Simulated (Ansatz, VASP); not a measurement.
# BN: VASP beside Ansatz

```
B N
1.0
     0.00000    1.80833    1.74583
     1.80833    0.00000    1.74583
     1.80833    1.80833    0.00000
B N
1 1
Direct
  0.00000 0.00000 0.00000
  0.50000 0.50000 0.50000
```

Change from the starting cell: biaxial_xy strain +3.6%.

Alike in both runs: task single point; functional r2SCAN; k mesh 12 × 12 × 12; no spin polarisation.

```csv
,VASP,Ansatz
version,VASP 6.6.1,Ansatz 0.2.0
potentials or method,"VASP PAW PBE potentials, release 64 (B, N)","plane waves, PAW"
plane-wave cutoff (eV),520,500
occupations,"gaussian, width 0.01 eV",fixed
valence electrons in the cell,8,8
```

|  | VASP | Ansatz | Ansatz less VASP |
| --- | --- | --- | --- |
| gap on the k mesh at the Fermi level (eV) | 0.30 | 0.31 | +0.009 |
| pressure (GPa) | -23.5 | -23.7 | -0.21 |
| traceless stress, the component that is largest in VASP (GPa) | 2.14 | 2.03 | -0.107 |

VASP's potentials were made for PBE, not for r2SCAN.
